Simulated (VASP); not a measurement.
# TaN (Fm-3m) in VASP: notebook

TaN is run at these levels: PBEsol; tasks: single point, relaxation of cell and atoms.

Everything below comes from runs of VASP 6.6.1. Logs are shortened: lines on timing, memory, paths and dates and some standing lists are left out, and cuts for length are marked.

## 1. The cell of the first run

It takes space group Fm-3m (No. 225, cubic). The conventional cell has a = 4.374 Å, b = 4.374 Å, c = 4.374 Å, α = 90.00°, β = 90.00°, γ = 90.00°. Within 2.9 Å of Ta (site symmetry m-3m) lie 6 N at 2.19 Å. N (site symmetry m-3m) has 6 Ta at 2.19 Å within 2.9 Å.

## 2. Single point, PBEsol

The input, INCAR:

```
SYSTEM = TaN
PREC     = Accurate       ! precision mode
ENCUT    = 600            ! plane-wave cutoff, eV
EDIFF    = 1E-6           ! SCF threshold, eV
ISMEAR   = -1             ! smearing method
SIGMA    = 0.1            ! smearing width, eV
LREAL    = .False.        ! projectors in reciprocal space
LASPH    = .True.         ! aspherical terms in the spheres
NELM     = 120            ! most SCF steps
ALGO     = Normal         ! electronic algorithm
ISIF     = 2              ! what is computed and relaxed
LWAVE    = .False.        ! write WAVECAR
LCHARG   = .False.        ! write CHGCAR
GGA      = PS             ! functional
NBANDS   = 42             ! bands
GGA_COMPAT= .False.
```

The input, KPOINTS:

```
Automatic mesh
0
Gamma
  5 5 5
  0 0 0
```

The input, POSCAR:

```
TaN
1.0
    4.3740966116      0.0000000000      0.0000000000
    0.0000000000      4.3740966116      0.0000000000
    0.0000000000      0.0000000000      4.3740966116
Ta N
4 4
Direct
    0.0000000000      0.0000000000      0.0000000000
    0.0000000000      0.5000000000      0.5000000000
    0.5000000000      0.0000000000      0.5000000000
    0.5000000000      0.5000000000      0.0000000000
    0.5000000000      0.5000000000      0.5000000000
    0.0000000000      0.0000000000      0.5000000000
    0.0000000000      0.5000000000      0.0000000000
    0.5000000000      0.0000000000      0.0000000000
```

Potentials or basis: VASP PAW PBE potentials, release 64 (Ta_pv, N).

Run with:

```console
cat potpaw_PBE.64/Ta_pv/POTCAR potpaw_PBE.64/N/POTCAR > POTCAR
mpirun -np 1 vasp_std > vasp.out
```

OUTCAR:

```text
SYSTEM = TaN
   PREC = Accurate
   ENCUT = 600
   EDIFF = 1E-6
   ISMEAR = -1
   LREAL = .False.
   LASPH = .True.
   NELM = 120
   ISIF = 2
   GGA = PS

 ion  position               nearest neighbor table
   1  0.000  0.000  0.000-   6 2.19   7 2.19   8 2.19   6 2.19   7 2.19   8 2.19   2 3.09   3 3.09
                             2 3.09   2 3.09   4 3.09   3 3.09   2 3.09   3 3.09   4 3.09   4 3.09
   2  0.000  0.500  0.500-   5 2.19   6 2.19   7 2.19   7 2.19   6 2.19   5 2.19   1 3.09   4 3.09
                             1 3.09   1 3.09   3 3.09   3 3.09   1 3.09   3 3.09   4 3.09   4 3.09
   3  0.500  0.000  0.500-   5 2.19   6 2.19   8 2.19   8 2.19   5 2.19   6 2.19   1 3.09   4 3.09
                             1 3.09   2 3.09   4 3.09   2 3.09   4 3.09   1 3.09   2 3.09   4 3.09
   4  0.500  0.500  0.000-   5 2.19   7 2.19   8 2.19   5 2.19   8 2.19   7 2.19   2 3.09   3 3.09
                             1 3.09   1 3.09   3 3.09   2 3.09   3 3.09   1 3.09   2 3.09   3 3.09
   5  0.500  0.500  0.500-   2 2.19   3 2.19   4 2.19   4 2.19   3 2.19   2 2.19
   6  0.000  0.000  0.500-   1 2.19   2 2.19   3 2.19   1 2.19   2 2.19   3 2.19
   7  0.000  0.500  0.000-   1 2.19   2 2.19   4 2.19   2 2.19   1 2.19   4 2.19
   8  0.500  0.000  0.000-   1 2.19   3 2.19   4 2.19   3 2.19   4 2.19   1 2.19

  LATTYP: Found a simple cubic cell.
 ALAT       =     4.3740966116

  Lattice vectors:

 A1 = (   4.3740966116,   0.0000000000,   0.0000000000)
 A2 = (   0.0000000000,   4.3740966116,   0.0000000000)
 A3 = (   0.0000000000,   0.0000000000,   4.3740966116)

Analysis of symmetry for initial positions (statically):
=====================================================================
 Subroutine PRICEL returns following result:

  LATTYP: Found a face centered cubic cell.
 ALAT       =     4.3740966116

  Lattice vectors:

 A1 = (   2.1870483058,  -2.1870483058,   0.0000000000)
 A2 = (   2.1870483058,   0.0000000000,   2.1870483058)
 A3 = (   0.0000000000,  -2.1870483058,   2.1870483058)

   4 primitive cells build up your supercell.

 Routine SETGRP: Setting up the symmetry group for a
 simple cubic supercell.

 Subroutine GETGRP returns: Found 48 space group operations
 (whereof 48 operations were pure point group operations)
 out of a pool of 48 trial point group operations.

The static configuration has the point symmetry O_h .

Analysis of symmetry for dynamics (positions and initial velocities):
=====================================================================
 Subroutine PRICEL returns following result:

  LATTYP: Found a face centered cubic cell.
 ALAT       =     4.3740966116

  Lattice vectors:

 A1 = (   2.1870483058,  -2.1870483058,   0.0000000000)
 A2 = (   2.1870483058,   0.0000000000,   2.1870483058)
 A3 = (   0.0000000000,  -2.1870483058,   2.1870483058)

   4 primitive cells build up your supercell.

 Routine SETGRP: Setting up the symmetry group for a
 simple cubic supercell.

 Subroutine GETGRP returns: Found 48 space group operations
 (whereof 48 operations were pure point group operations)
 out of a pool of 48 trial point group operations.

The dynamic configuration has the point symmetry O_h .

 Subroutine INISYM returns: Found 48 space group operations
 (whereof 48 operations are pure point group operations),
 and found     4 'primitive' translations

----------------------------------------------------------------------------------------

                                     Primitive cell

  volume of cell :      20.9221

  direct lattice vectors                    reciprocal lattice vectors
     2.187048306 -2.187048306  0.000000000     0.228618636 -0.228618636 -0.228618636
     2.187048306  0.000000000  2.187048306     0.228618636  0.228618636  0.228618636
     0.000000000 -2.187048306  2.187048306    -0.228618636 -0.228618636  0.228618636

  length of vectors
     3.092953376  3.092953376  3.092953376     0.395979093  0.395979093  0.395979093

  position of ions in fractional coordinates (direct lattice)
     0.000000000  0.000000000  0.000000000
     0.500000000  0.500000000  0.500000000

  ion indices of the primitive-cell ions
   primitive index   ion index
                 1           1
                 2           7

----------------------------------------------------------------------------------------

 KPOINTS: Automatic mesh

Automatic generation of k-mesh.
 Grid dimensions read from file:
 generate k-points for:    5    5    5

 Generating k-lattice:

  Cartesian coordinates                     Fractional coordinates (reciprocal lattice)
     0.045723727  0.000000000  0.000000000     0.200000000  0.000000000  0.000000000
     0.000000000  0.045723727  0.000000000     0.000000000  0.200000000  0.000000000
     0.000000000  0.000000000  0.045723727     0.000000000  0.000000000  0.200000000

  Length of vectors
     0.045723727  0.045723727  0.045723727

  Shift w.r.t. Gamma in fractional coordinates (k-lattice)
     0.000000000  0.000000000  0.000000000

 Subroutine IBZKPT returns following result:
 ===========================================

 Found     10 irreducible k-points:

 Following reciprocal coordinates:
            Coordinates               Weight
  0.000000  0.000000  0.000000      1.000000
  0.200000  0.000000  0.000000      6.000000
  0.400000  0.000000  0.000000      6.000000
  0.200000  0.200000  0.000000     12.000000
  0.400000  0.200000  0.000000     24.000000
  0.400000  0.400000  0.000000     12.000000
  0.200000  0.200000  0.200000      8.000000
  0.400000  0.200000  0.200000     24.000000
  0.400000  0.400000  0.200000     24.000000
  0.400000  0.400000  0.400000      8.000000
   k-points           NKPTS =     10   k-points in BZ     NKDIM =     10   number of bands    NBANDS=     42
   number of dos      NEDOS =    301   number of ions     NIONS =      8
   total plane-waves  NPLWV =  46656
   dimension x,y,z NGX =    36 NGY =   36 NGZ =   36
   dimension x,y,z NGXF=    72 NGYF=   72 NGZF=   72
   ions per type =               4   4
   NGX,Y,Z   is equivalent  to a cutoff of  13.68, 13.68, 13.68 a.u.
   NGXF,Y,Z  is equivalent  to a cutoff of  27.36, 27.36, 27.36 a.u.
 SYSTEM =  TaN
   PREC   = accura    normal or accurate (medium, high low for compatibility)
   ISTART =      0    job   : 0-new  1-cont  2-samecut
   ICHARG =      2    charge: 1-file 2-atom 10-const
   ISPIN  =      1    spin polarized calculation?
   LNONCOLLINEAR =      F non collinear calculations
   LSORBIT =      F    spin-orbit coupling
   LASPH  =      T    aspherical Exc in radial PAW
   ENCUT  =  600.0 eV  44.10 Ry    6.64 a.u.   8.74  8.74  8.74*2*pi/ulx,y,z
   NELM   =    120;   NELMIN=  2; NELMDL= -5     # of ELM steps
   EDIFF  = 0.1E-05   stopping-criterion for ELM
   LREAL  =      F    real-space projection
   EDIFFG = 0.1E-04   stopping-criterion for IOM
   NSW    =      0    number of steps for IOM
   IBRION =     -1    ionic relax: 0-MD 1-quasi-New 2-CG
   NFREE  =      0    steps in history (QN), initial steepest desc. (CG)
   ISIF   =      2    stress and relaxation
   ISYM   =      2    0-nonsym 1-usesym 2-fastsym
   POTIM  = 0.5000    time-step for ionic-motion
   TEBEG  =    0.0;   TEEND  =   0.0 temperature during run
   PSTRESS=    0.0 pullay stress
   NELECT =      64.0000    total number of electrons
   NUPDOWN=      -1.0000    fix difference up-down
   EMIN   =  10.00;   EMAX   =-10.00  energy-range for DOS
   EFERMI =   0.00;   METHOD = LEGACY
   ISMEAR =    -1;   SIGMA  =   0.10  broadening in eV -4-tet -1-fermi 0-gaus
   EFERMI_NEDOS =   21; number of points for ismear=-14 and -15
   IALGO  =     38    algorithm
   IMIX   =      4    mixing-type and parameters
     AMIX     =   0.40;   BMIX     =  1.00
     AMIX_MAG =   1.60;   BMIX_MAG =  1.00
  volume/ion in A,a.u.               =      10.46        70.59
  Fermi-wavevector in a.u.,A,eV,Ry     =   1.497085  2.829080 30.494240  2.241263
  Thomas-Fermi vector in A             =   2.609018
   LORBIT       =      0    0 simple, 1 ext, 2 COOP (PROOUT), +10 PAW based schemes
   GGA     = PS    functional components
   LHFCALC =     F    Hartree Fock is set to
   AEXX    =    0.0000 exact exchange contribution
   IVDW    =     0    specifies the selected vdW correction
   LEPSILON=     F    determine dielectric tensor
   LRPA    =     F    only Hartree local field effects (RPA)
 non-spin polarized calculation
  energy-cutoff  :      600.00
  volume of cell :       83.69
 maximum number of plane-waves:      2813
 NGX is ok and might be reduce to    36
   NGX = 17   NGY = 17   NGZ = 17

 number of electron      64.0000005 magnetization

 Free energy of the ion-electron system (eV)
  ---------------------------------------------------
  ext. energy  EPLUGINS =         0.00000000
  ---------------------------------------------------
  free energy    TOTEN  =       -93.02691853 eV

  energy without entropy =      -92.95889075  energy(sigma->0) =      -92.99290464

 E-fermi :   9.5760     XC(G=0): -13.6794

 val. band max:        9.4988197340   @ k =   0.4000   0.4000   0.0000
 cond. band min:       9.5821201662   @ k =   0.0000   0.0000   0.0000
 fundamental gap:      0.0833004322
 Fermi energy:         9.5760295030

 k-point     1 :       0.0000    0.0000    0.0000
  band No.  band energies     occupation
      1     -26.9057      2.00000
      2     -26.9057      2.00000
      3     -26.9057      2.00000
      4     -26.4341      2.00000
      5     -26.4341      2.00000
      6     -26.4341      2.00000
[... 34 lines left out ...]
     41      13.2047      0.00000
     42      13.2047      0.00000

 k-point     2 :       0.2000    0.0000    0.0000
  band No.  band energies     occupation
      1     -26.8620      2.00000
      2     -26.8620      2.00000
      3     -26.8447      2.00000
      4     -26.4806      2.00000
      5     -26.4806      2.00000
      6     -26.4438      2.00000
[... 349 lines left out ...]
     41      13.5188      0.00000
     42      14.0586      0.00000

 k-point    10 :       0.4000    0.4000    0.4000
  band No.  band energies     occupation
      1     -27.0033      2.00000
      2     -27.0033      2.00000
      3     -27.0033      2.00000
      4     -26.9630      2.00000
      5     -26.2711      2.00000
      6     -26.2711      2.00000
[... 34 lines left out ...]
     41      14.3633      0.00000
     42      14.3746      0.00000

------------------------ aborting loop because EDIFF is reached ----------------------------------------

  FORCE on cell =-STRESS in cart. coord.  units (eV):
  Direction    XX          YY          ZZ          XY          YZ          ZX
  --------------------------------------------------------------------------------------
  -------------------------------------------------------------------------------------
  Total        0.4623338      0.4623338      0.4623338     -0.0000000     -0.0000000     -0.0000000
  in kB        8.8511784      8.8511784      8.8511784     -0.0000000     -0.0000000     -0.0000000
  external PRESSURE =       8.8511784 kB  Pullay stress =       0.0000000 kB

 VOLUME and BASIS-vectors are now :
 -----------------------------------------------------------------------------
  energy-cutoff  :      600.00
  volume of cell :       83.69
      direct lattice vectors                 reciprocal lattice vectors
     4.374096612  0.000000000  0.000000000     0.228618636  0.000000000  0.000000000
     0.000000000  4.374096612  0.000000000     0.000000000  0.228618636  0.000000000
     0.000000000  0.000000000  4.374096612     0.000000000  0.000000000  0.228618636

 POSITION                                       TOTAL-FORCE (eV/Angst)
 -----------------------------------------------------------------------------------
      0.00000      0.00000      0.00000         0.000000     -0.000000      0.000000
      0.00000      2.18705      2.18705        -0.000000     -0.000000      0.000000
      2.18705      0.00000      2.18705        -0.000000      0.000000      0.000000
      2.18705      2.18705      0.00000         0.000000      0.000000     -0.000000
      2.18705      2.18705      2.18705        -0.000000      0.000000      0.000000
      0.00000      0.00000      2.18705        -0.000000     -0.000000      0.000000
      0.00000      2.18705      0.00000        -0.000000     -0.000000     -0.000000
      2.18705      0.00000      0.00000        -0.000000     -0.000000     -0.000000
 -----------------------------------------------------------------------------------
    total drift:                                0.000000      0.000000      0.000000

  FREE ENERGIE OF THE ION-ELECTRON SYSTEM (eV)
  ---------------------------------------------------
  free  energy   TOTEN  =       -93.0269185302 eV

  energy  without entropy=      -92.9588907462  energy(sigma->0) =      -92.99290464
```

Run time: 20 s. Hardware: 1 thread of Intel Xeon 6975P-C (Granite Rapids), shared host; peak memory 0.21 GiB.

Results:

| Quantity | Value |
| --- | --- |
| Free energy | -93.0269 eV |
| Pressure | 0.9 GPa |
| Band gap on the k mesh | zero (bands 32 and 33 overlap by 3.14 eV) |

Levels at points of the mesh, in eV from the Fermi level:
| k point | band 28 | band 29 | band 30 | band 31 | band 32 | band 33 | band 34 | band 35 | band 36 | band 37 |
| --- | --- | --- | --- | --- | --- | --- | --- | --- | --- | --- |
| (0.00, 0.00, 0.00) | -4.66 | -3.84 | -3.84 | -3.84 | -2.20 | -2.20 | -2.20 | 0.01 | 0.01 | 1.67 |

Caveat: the PAW data sets were made with another functional, which shifts forces and pressure a little; spin-orbit coupling is left out, which moves the levels of the heavy elements.

## 3. Relaxation of cell and atoms, PBEsol

This run uses another cell than the first one, of 10.36 Å³/atom.

The input, INCAR:

```
SYSTEM = TaN
ALGO = Normal ; EDIFF = 1E-7
EDIFFG = -0.03 ; ENCUT = 600
GGA = PS ; GGA_COMPAT = .FALSE.
IBRION = 2 ; ISIF = 3
ISMEAR = -1 ; LASPH = .TRUE.
LCHARG = .FALSE. ; LREAL = .FALSE.
LWAVE = .FALSE. ; NELM = 120
NELMIN = 4 ; NSW = 80
PREC = Accurate ; SIGMA = 0.1
```

The input, KPOINTS:

```
k-points
0
G
  5 5 5
  0 0 0
```

POSCAR: that of step 2 with these lines changed.

```diff
@@ -2,5 +2,5 @@
 1.0
-    4.3740966116      0.0000000000      0.0000000000
-    0.0000000000      4.3740966116      0.0000000000
-    0.0000000000      0.0000000000      4.3740966116
+    4.3600000000      0.0000000000      0.0000000000
+    0.0000000000      4.3600000000      0.0000000000
+    0.0000000000      0.0000000000      4.3600000000
 Ta N
```

Potentials or basis: VASP PAW PBE potentials, release 64 (Ta_pv, N).

Run with:

```console
cat potpaw_PBE.64/Ta_pv/POTCAR potpaw_PBE.64/N/POTCAR > POTCAR
mpirun -np 1 vasp_std > vasp.out
```

Run time: 43 s. Hardware: 1 thread of Intel Xeon 6975P-C (Granite Rapids), shared host; peak memory 0.22 GiB.

Results (log left out):

* Free energy: -93.0262 eV
* Relaxed volume: 10.49 Å³/atom
* Relaxed cell: a = 4.378 Å, b = 4.378 Å, c = 4.378 Å, α = 90.00°, β = 90.00°, γ = 90.00°
* Space group after relaxing (to 0.1 Å): Fm-3m (No. 225)
* Energy gained by relaxing: 1.8 meV/atom
* Ionic steps: 3
* Pressure after relaxing: 0.0 GPa
* Band gap on the k mesh: zero (bands 32 and 33 overlap by 3.13 eV)

The path:
```csv
step,energy change (eV),largest force (eV/Å),pressure (GPa),volume (Å³)
1,0.0000,0.0000,4.49,82.88
2,0.0660,0.0000,-9.92,86.41
3,-0.0140,0.0000,-0.05,83.91
```

Final structure:
```xyz
8
Lattice="4.3779 0.0000 0.0000 0.0000 4.3779 0.0000 0.0000 0.0000 4.3779" Properties=species:S:1:pos:R:3 pbc="T T T"
Ta    0.0000    0.0000    0.0000
Ta    0.0000    2.1889    2.1889
Ta    2.1889    0.0000    2.1889
Ta    2.1889    2.1889    4.3779
N     2.1889    2.1889    2.1889
N     0.0000    0.0000    2.1889
N     0.0000    2.1889    0.0000
N     2.1889    0.0000    0.0000
```

Levels at points of the mesh, in eV from the Fermi level:
| k point | band 28 | band 29 | band 30 | band 31 | band 32 | band 33 | band 34 | band 35 | band 36 | band 37 |
| --- | --- | --- | --- | --- | --- | --- | --- | --- | --- | --- |
| (0.00, 0.00, 0.00) | -4.65 | -3.83 | -3.83 | -3.83 | -2.19 | -2.19 | -2.19 | 0.01 | 0.01 | 1.65 |

Caveat: the PAW data sets were made with another functional, which shifts forces and pressure a little; spin-orbit coupling is left out, which moves the levels of the heavy elements.

[end of part 1 of 2]
